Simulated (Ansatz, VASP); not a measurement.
Two plane-wave programs on AlNi

```
Ni Al
1.0
     2.85695    0.00000    0.00000
     0.00000    2.85695    0.00000
     0.00000    0.00000    2.85695
Ni Al
1 1
Direct
  0.00000 0.00000 0.00000
  0.50000 0.50000 0.50000
```

Alike in both runs: functional PBE; dispersion D3(BJ); k mesh 14 × 14 × 14; occupations gaussian, width 0.1 eV; no spin polarisation.

Ansatz relaxed the structure, and its values are those at the end. VASP's run is a single point on that final structure, the one shown.

```csv
,VASP,Ansatz
version,VASP 6.6.1,Ansatz 0.2.0
potentials or method,"VASP PAW PBE potentials, release 64 (Ni, Al), cutoff 600 eV","scalar-relativistic, plane waves, PAW"
valence electrons in the cell,13,21
```

|  | VASP | Ansatz | Ansatz less VASP |
| --- | --- | --- | --- |
| gap on the k mesh at the Fermi level (eV) | none | none | - |
| pressure (GPa) | 0.0 | 0.0 | +0.04 |

A gap of «none» marks a metal or a gap that the smearing closes. VASP's potentials hold 13 valence electrons a cell and Ansatz's 21, so a difference there can come from the potentials and not from the codes.
